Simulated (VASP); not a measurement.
The system is Hf.

```
Hf
1.0
     2.91381    0.00000    0.00000
     0.00000    2.91381    0.00000
     0.00000    0.00000    2.91381
Hf
1
Direct
  0.50000 0.50000 0.50000
```

Base run:

```yaml
Program: VASP 6.6.1
Functional: PBE
Potentials_or_basis: VASP PAW PBE potentials, release 64 (Hf_pv)
Cutoff: 520 eV
k_mesh: 9 × 9 × 9
Occupations: fermi-dirac, width 0.05 eV
Spin: no spin polarisation
```

Its results: band gap on the k mesh zero (band 5 reaches 4.48 eV, above the bottom of band 6 at 2.42 eV); pressure -0.2 GPa.

After a change of settings the same cell gave: band gap on the k mesh zero (band 5 reaches 4.48 eV, above the bottom of band 6 at 2.42 eV); pressure -2.8 GPa. Which change was it?
A. functional from PBE to PBE0; k mesh from 9 × 9 × 9 to 5 × 5 × 5
B. dispersion from none to D3(BJ)
C. functional from PBE to r2SCAN; k mesh from 9 × 9 × 9 to 5 × 5 × 5
D. functional from PBE to PBE-based screened hybrid; k mesh from 9 × 9 × 9 to 5 × 5 × 5

B.

Dispersion adds attraction, which lowers the pressure at fixed volume and, as a term added to the energy, leaves the levels alone.

Caveats: spin-orbit coupling is left out, which moves the levels of the heavy elements; three body term missing (some runs); pairwise dispersion overbinds metals, which lowers pressure and volume (some runs).
